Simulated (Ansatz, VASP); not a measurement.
# One calculation of ZnSe, two programs

File POSCAR:

```
ZnSe
1.0
    0.0000000000      2.8193172663      2.8193172663
    2.8193172663      0.0000000000      2.8193172663
    2.8193172663      2.8193172663      0.0000000000
Zn Se
1 1
Direct
    0.0000000000      0.0000000000      0.0000000000
    0.7500000000      0.7500000000      0.7500000000
```

INCAR.step1

```
SYSTEM = ZnSe
PREC = Accurate
ENCUT = 520
ISMEAR = -1
SIGMA = 0.03
LREAL = .FALSE.
LASPH = .TRUE.
NELM = 60
NBANDS = 16
GGA = PE
ALGO = Normal
EDIFF = 1E-4
LWAVE = .TRUE.
LCHARG = .FALSE.
```

Contents of INCAR.step2:

```
SYSTEM = ZnSe
PREC = Accurate
ENCUT = 520
EDIFF = 1E-6
ISMEAR = -1
SIGMA = 0.03
LREAL = .FALSE.
LASPH = .TRUE.
NELM = 60
ALGO = Normal
ISIF = 2
LWAVE = .FALSE.
LCHARG = .FALSE.
METAGGA = R2SCAN
LMIXTAU = .TRUE.
LUSE_VDW = .TRUE.
IVDW_NL = 2
BPARAM = 11.95
CPARAM = 0.0093
NBANDS = 16
ISTART = 1
```

File KPOINTS:

```
Automatic mesh
0
G
  8 8 8
  0 0 0
```

Input for Ansatz:

```yaml
crystal:
  lattice:
    - [0.0, 2.8193172663, 2.8193172663]
    - [2.8193172663, 0.0, 2.8193172663]
    - [2.8193172663, 2.8193172663, 0.0]
  atoms:
    - { symbol: Zn, position: [0.0, 0.0, 0.0] }
    - { symbol: Se, position: [0.75, 0.75, 0.75] }
kpoints:
  mp_grid: { grid: [8, 8, 8] }
  band_path:
    path:
      - [0.0, 0.0, 0.0]
      - [-0.5, -0.5, 0.0]
      - [-0.375, -0.375, 0.25]
      - [-0.375, 0.0, 0.375]
      - [0.0, 0.0, 0.5]
      - [-0.5, -0.25, 0.25]
    npoints: 1
hamiltonian:
  xc: r2scan
  dispersion: rvv10
scf:
  occupations: { method: fermi_dirac, width: 0.03 }
  n_extra_bands: 4
output:
  forces: true
  stress: true
  eigenvalues: true
```

Alike in both runs: task single point; functional r2SCAN; dispersion rVV10; k mesh 8 × 8 × 8; occupations fermi-dirac, width 0.03 eV; no spin polarisation.

|  | VASP | Ansatz |
| --- | --- | --- |
| version | VASP 6.6.1 | Ansatz 0.2.0 |
| potentials or method | VASP PAW PBE potentials, release 64 (Zn, Se) | plane waves, PAW |
| plane-wave cutoff (eV) | 520 | 500 |
| valence electrons in the cell | 18 | 28 |

|  | VASP | Ansatz | Ansatz less VASP |
| --- | --- | --- | --- |
| gap on the k mesh at the Fermi level (eV) | 1.89 | 1.88 | -0.005 |
| pressure (GPa) | 0.3 | 0.0 | -0.26 |

VASP's potentials were made for PBE, not for r2SCAN. VASP's potentials hold 18 valence electrons a cell and Ansatz's 28, so a difference there can come from the potentials and not from the codes.
